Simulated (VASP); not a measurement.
# WS2 (P-3m1) in VASP: notebook, part 3 of 3

VASP 6.6.1.

## Step 5: Single point, r2SCAN

Contents of POSCAR:

```
WS2
1.0
    3.2287644061      0.0000000000      0.0000000000
   -1.6143822031      2.7961919985      0.0000000000
    0.0000000000      0.0000000000      5.9936451124
W S
1 2
Direct
    0.0000000000      0.0000000000      0.0000000000
    0.3333333333      0.6666666667      0.2566832689
    0.6666666667      0.3333333333      0.7433167311
```

Contents of INCAR.step1:

```
SYSTEM = WS2
PREC = Accurate
ENCUT = 520
ISMEAR = -1
SIGMA = 0.02
LREAL = .FALSE.
LASPH = .TRUE.
NELM = 100
NBANDS = 20
GGA = PE
ALGO = Normal
EDIFF = 1E-4
LWAVE = .TRUE.
LCHARG = .FALSE.
```

Contents of INCAR.step2:

```
SYSTEM = WS2
PREC = Accurate
ENCUT = 520
EDIFF = 1E-6
ISMEAR = -1
SIGMA = 0.02
LREAL = .FALSE.
LASPH = .TRUE.
NELM = 100
ALGO = Normal
ISIF = 2
LWAVE = .FALSE.
LCHARG = .FALSE.
METAGGA = R2SCAN
LMIXTAU = .TRUE.
NBANDS = 20
ISTART = 1
```

Contents of KPOINTS:

```
regular mesh
0
G
  6 6 4
  0 0 0
```

Potentials or basis: VASP PAW PBE potentials, release 64 (W_sv, S).

Started as:

```sh
$ cat potpaw_PBE.64/W_sv/POTCAR potpaw_PBE.64/S/POTCAR > POTCAR
$ cp INCAR.step1 INCAR
$ mpirun -np 1 vasp_std > vasp.out
$ cp INCAR.step2 INCAR
$ mpirun -np 1 vasp_std > vasp.out
```

OUTCAR:

```text
SYSTEM = WS2
   PREC = Accurate
   ENCUT = 520
   EDIFF = 1E-6
   ISMEAR = -1
   LREAL = .FALSE.
   LASPH = .TRUE.
   NELM = 100
   ISIF = 2
   METAGGA = R2SCAN
   ISTART = 1

 ion  position               nearest neighbor table
   1  0.000  0.000  0.000-   2 2.42   3 2.42   3 2.42   2 2.42   3 2.42   2 2.42
   2  0.333  0.667  0.257-   1 2.42   1 2.42   1 2.42
   3  0.667  0.333  0.743-   1 2.42   1 2.42   1 2.42

  LATTYP: Found a hexagonal cell.
 ALAT       =     3.2287644061
 C/A-ratio  =     1.8563277956
[... 741 lines left out ...]

  FORCE on cell =-STRESS in cart. coord.  units (eV):
  Direction    XX          YY          ZZ          XY          YZ          ZX
  --------------------------------------------------------------------------------------
  -------------------------------------------------------------------------------------
  Total        0.3291376      0.3291376      0.6291020     -0.0000000      0.0000000      0.0000000
  in kB        9.7452652      9.7452652     18.6267571     -0.0000000      0.0000000      0.0000000
  external PRESSURE =      12.7057625 kB  Pullay stress =       0.0000000 kB

 VOLUME and BASIS-vectors are now :
 -----------------------------------------------------------------------------
  energy-cutoff  :      520.00
  volume of cell :       54.11
      direct lattice vectors                 reciprocal lattice vectors
     3.228764406  0.000000000  0.000000000     0.309716001  0.178814617  0.000000000
    -1.614382203  2.796191998  0.000000000     0.000000000  0.357629233  0.000000000
     0.000000000  0.000000000  5.993645112     0.000000000  0.000000000  0.166843378

 POSITION                                       TOTAL-FORCE (eV/Angst)
 -----------------------------------------------------------------------------------
      0.00000      0.00000      0.00000         0.000000      0.000000      0.000000
     -0.00000      1.86413      1.53847         0.000000      0.000000     -0.033198
      1.61438      0.93206      4.45518        -0.000000     -0.000000      0.033198
 -----------------------------------------------------------------------------------
    total drift:                                0.000000      0.000000      0.000000

  FREE ENERGIE OF THE ION-ELECTRON SYSTEM (eV)
  ---------------------------------------------------
  free  energy   TOTEN  =       -69.1616491745 eV

  energy  without entropy=      -69.1608950293  energy(sigma->0) =      -69.16127210
```

OSZICAR.step1:

```text
N       E                     dE             d eps       ncg     rms          rms(c)
DAV:   1     0.201015252373E+03    0.20102E+03   -0.12889E+04   960   0.129E+03
DAV:   2    -0.135107718340E+02   -0.21453E+03   -0.20713E+03  1120   0.342E+02
DAV:   3    -0.241157873934E+02   -0.10605E+02   -0.10463E+02  1196   0.717E+01
DAV:   4    -0.242824925069E+02   -0.16671E+00   -0.16652E+00  1124   0.951E+00
DAV:   5    -0.242853589544E+02   -0.28664E-02   -0.28663E-02  1216   0.132E+00    0.253E+01
DAV:   6    -0.229977208393E+02    0.12876E+01   -0.87850E+00  1044   0.182E+01    0.109E+01
DAV:   7    -0.228377571862E+02    0.15996E+00   -0.19281E+00  1008   0.738E+00    0.582E+00
DAV:   8    -0.227812803376E+02    0.56477E-01   -0.32459E-01  1100   0.356E+00    0.125E+00
DAV:   9    -0.227810023701E+02    0.27797E-03   -0.11406E-02  1104   0.766E-01    0.496E-01
DAV:  10    -0.227807431590E+02    0.25921E-03   -0.42935E-03  1092   0.438E-01    0.746E-02
DAV:  11    -0.227807036986E+02    0.39460E-04   -0.73619E-04  1068   0.171E-01
   1 F= -.22780704E+02 E0= -.22780326E+02  d E =-.754910E-03
```

Wall time 62 s (1 thread of Intel Xeon 6975P-C, shared host); peak memory 0.18 GiB.

Results:

```
Free energy            : -69.1616 eV
Pressure               : 1.3 GPa
Largest force          : 0.033 eV/Å
Band gap on the k mesh : zero (band 13 reaches 8.20 eV, above the bottom of band 14 at 6.55 eV)
```

Forces in eV/Å, atoms in the order of the input:
```
W    0.000  0.000  0.000
S    0.000  0.000 -0.033
S    0.000  0.000  0.033
```

Caveat: the k points lie up to 0.37 Å⁻¹ apart; the PAW data sets were made with another functional, which shifts forces and pressure a little; spin-orbit coupling is left out, which moves the levels of the heavy elements.

## Step 6: Overview

| level | smearing | gap on the mesh (eV) | pressure (GPa) | largest force (eV/Å) |
| --- | --- | --- | --- | --- |
| PBE | methfessel-paxton 0.2 eV | none | 3.0 | 0.25 |
| PBE | tetrahedron | none | 3.0 | 0.25 |
| PBE | gaussian 0.001 eV | none | 3.0 | 0.26 |
| r2SCAN | fermi-dirac 0.02 eV | none | 1.3 | 0.03 |

Alike in all rows: task single point; potentials or basis VASP PAW PBE potentials, release 64 (W_sv, S); no spin polarisation; cell as given; k mesh 6 × 6 × 4; cutoff (eV) 520.

Caveats: all runs use coarse meshes; spin-orbit coupling is left out, which moves the levels of the heavy elements; this functional lacks dispersion, which binds the layers, so the pressure and a relaxed spacing across them are unreliable (some runs); the PAW data sets were made with another functional, which shifts forces and pressure a little (some runs).

Absolute energies hang on the potentials; compare differences alone.
